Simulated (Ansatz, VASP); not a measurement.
## Two plane-wave programs on Bi

File INCAR:

```
  PREC = Accurate
  ENCUT = 520
  EDIFF = 1E-7
  ISMEAR = -1
  SIGMA = 0.1
  LREAL = False
  LASPH = True
  NELM = 80
  ALGO = Normal
  ISIF = 2
  LWAVE = False
  LCHARG = True
  GGA = PS
  LELF = True
  LVHAR = True
  NBANDS = 14
```

Contents of KPOINTS:

```
Automatic mesh
0
Gamma
  12 12 12
```

File POSCAR:

```
Bi
1.0
    0.0000000000      2.4393171259      2.4393171259
    2.4393171259      0.0000000000      2.4393171259
    2.4393171259      2.4393171259      0.0000000000
Bi
1
Direct
    0.0000000000      0.0000000000      0.0000000000
```

Input for Ansatz:

```yaml
crystal:
  lattice:
    - [0.0, 2.4393171259, 2.4393171259]
    - [2.4393171259, 0.0, 2.4393171259]
    - [2.4393171259, 2.4393171259, 0.0]
  atoms:
    - { symbol: Bi, position: [0.0, 0.0, 0.0] }
hamiltonian:
  xc: pbesol
  pseudopotentials:
    kind: paw
    azcp:
      Bi: "pseudopotentials/Bi.paw.azcp"
basis:
  ecutwfc: 420
  fft_grid_basis: typed
kpoints:
  mp_grid: { grid: [12, 12, 12], shift: [0, 0, 0] }
magnetization:
  spin_polarized: false
scf:
  occupations: { method: fermi_dirac, width: 0.1 }
  lower_state_search: "off"
output:
  stress: true
  write_density: true
  write_potential: true
  elf: true
  volumetric_format: npy
```

Alike in both runs: task single point; functional PBEsol; k mesh 12 × 12 × 12; occupations fermi-dirac, width 0.1 eV; no spin polarisation.

|  | VASP | Ansatz |
| --- | --- | --- |
| version | VASP 6.6.1 | Ansatz 0.2.0 |
| potentials or method | VASP PAW PBE potentials, release 64 (Bi_d), cutoff 520 eV | plane waves (420 eV) with PAW, scalar-relativistic |
| valence electrons in the cell | 15 | 15 |

```csv
,VASP,Ansatz,Ansatz less VASP
pressure (GPa),2.4,2.5,+0.07
```

VASP's potentials were made for PBE, not for PBEsol, and Ansatz warns of the same on its side.

Neither program's run includes spin-orbit coupling.
